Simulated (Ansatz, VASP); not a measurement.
# SnGe5 in VASP and in Ansatz

```
CELL_PARAMETERS angstrom
7.72667 0.00000 0.00000
0.00000 7.72667 0.00000
0.00000 0.00000 2.73753
ATOMIC_POSITIONS crystal
Sn 0.00000 0.00000 0.50000
Ge 0.26283 0.26283 0.50000
Ge 0.73717 0.73717 0.50000
Ge 0.73717 0.26283 0.50000
Ge 0.26283 0.73717 0.50000
Ge 0.50000 0.50000 0.50000
```

Alike in both runs: functional PBE; k mesh 6 × 6 × 14; occupations gaussian, width 0.1 eV; no spin polarisation.

Ansatz relaxed the structure, and its values are those at the end. VASP's run is a single point on that final structure, the one shown.

|  | VASP | Ansatz |
| --- | --- | --- |
| version | VASP 6.6.1 | Ansatz 0.2.0 |
| potentials or method | VASP PAW PBE potentials, release 64 (Sn_d, Ge_d), cutoff 520 eV | scalar-relativistic, plane waves, PAW |
| valence electrons in the cell | 84 | 84 |

|  | VASP | Ansatz | Ansatz less VASP |
| --- | --- | --- | --- |
| gap on the k mesh at the Fermi level (eV) | none | none | - |
| pressure (GPa) | 0.0 | 0.0 | +0.02 |

A gap of «none» marks a metal or a gap that the smearing closes.
